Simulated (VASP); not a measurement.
Set up this calculation in VASP 6.6.1, as the native input.

```
Task                   : relaxation of cell and atoms
Functional             : PBE
Potentials or basis    : VASP PAW PBE potentials, release 64 (Dy_3, Ag, H), 4f in core
Cutoff                 : 500 eV
k mesh                 : 4 × 4 × 4
Occupations            : gaussian, width 0.2 eV
Spin                   : no spin polarisation
Dipole correction      : no
Further INCAR settings : ALGO = Normal; EDIFF = 1e-07; IBRION = 2; EDIFFG = -0.08; NSW = 36; ISIF = 3
```

The structure of DyAgH2 lies in POSCAR:

```
DyAgH2
1.0
    0.0000000000      4.7692457500      5.1558117900
    2.8796406600      0.0000000000      5.1558117900
    2.8796406600      4.7692457500      0.0000000000
Dy Ag H
2 2 4
Direct
    0.2500000000      0.2500000000      0.2500000000
    0.0000000000      0.0000000000      0.0000000000
    0.7500000000      0.7500000000      0.7500000000
    0.5000000000      0.5000000000      0.5000000000
    0.5881018500      0.9118981500      0.5881018500
    0.9118981500      0.5881018500      0.9118981500
    0.6618981500      0.3381018500      0.6618981500
    0.3381018500      0.6618981500      0.3381018500
```

The cell was generated, and may not be a known phase.

One way to write it, as run:

INCAR

```
SYSTEM = DyAgH2
  ALGO = Normal
  EDIFF = 1E-7
  EDIFFG = -0.08
  ENCUT = 500
  GGA = PE
  GGA_COMPAT = .FALSE.
  IBRION = 2
  ISIF = 3
  ISMEAR = 0
  LASPH = .TRUE.
  LCHARG = .FALSE.
  LMAXMIX = 6
  LREAL = .FALSE.
  LWAVE = .FALSE.
  NELM = 200
  NELMIN = 4
  NSW = 36
  PREC = Accurate
  SIGMA = 0.2
```

KPOINTS

```
k-points
0
G
  4 4 4
  0 0 0
```

Potentials or basis: VASP PAW PBE potentials, release 64 (Dy_3, Ag, H), 4f in core.

Run with:

```console
$ cat potpaw_PBE.64/Dy_3/POTCAR potpaw_PBE.64/Ag/POTCAR potpaw_PBE.64/H/POTCAR > POTCAR
$ mpirun -np 1 vasp_std > vasp.out
```

Results of the run:

```
Relaxed volume                        : 13.10 Å³/atom
Relaxed cell                          : a = 6.367 Å, b = 4.332 Å, c = 6.369 Å, α = 70.09°, β = 39.76°, γ = 70.14°
Space group after relaxing (to 0.1 Å) : I4_1/amd (No. 141)
Energy gained by relaxing             : 821.1 meV/atom
Ionic steps                           : 24
Pressure after relaxing               : 0.1 GPa
Largest force after relaxing          : 0.038 eV/Å
Band gap on the k mesh                : zero (bands 22 and 23 overlap by 1.82 eV)
```

Caveat: the volume moved by over 15 % at a fixed basis, so the end points are rough; spin-orbit coupling is left out, which moves the levels of the heavy elements; the 4f electrons are frozen in the core, so they carry no moment and show no levels; the relaxation stopped at a loose force limit of 0.08 eV/Å, so its end isn't a converged minimum.

Run time: 20 min on 1 thread of Intel(R) Xeon(R) 6975P-C (Granite Rapids), with other jobs on the host, peak memory 0.41 GiB.
